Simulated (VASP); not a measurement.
A run of VASP 6.6.1 is set up as follows.

INCAR

```
PREC = Accurate
ENCUT = 520
EDIFF = 1E-6
ISMEAR = -1
SIGMA = 0.08
LREAL = F
LASPH = T
NELM = 100
ALGO = Normal
ISIF = 2
LWAVE = F
LCHARG = F
GGA = PE
NBANDS = 9
```

The input KPOINTS:

```
Automatic mesh
0
Gamma
  17 17 17
```

Contents of POSCAR:

```
Se
1.0
   -1.2987063916      1.2987063916      1.2987063916
    1.2987063916     -1.2987063916      1.2987063916
    1.2987063916      1.2987063916     -1.2987063916
Se
1
Direct
    0.0000000000      0.0000000000      0.0000000000
```

Potentials or basis: VASP PAW PBE potentials, release 64 (Se).

Run with:

```sh
$ cat potpaw_PBE.64/Se/POTCAR > POTCAR
$ mpirun -np 1 vasp_std > vasp.out
```

Task: What does it give for the pressure?

Result: 391.9 GPa.

Task: What does it give for the band gap on the k mesh?

Result: Zero (band 3 reaches 31.27 eV, above the bottom of band 4 at 10.42 eV).
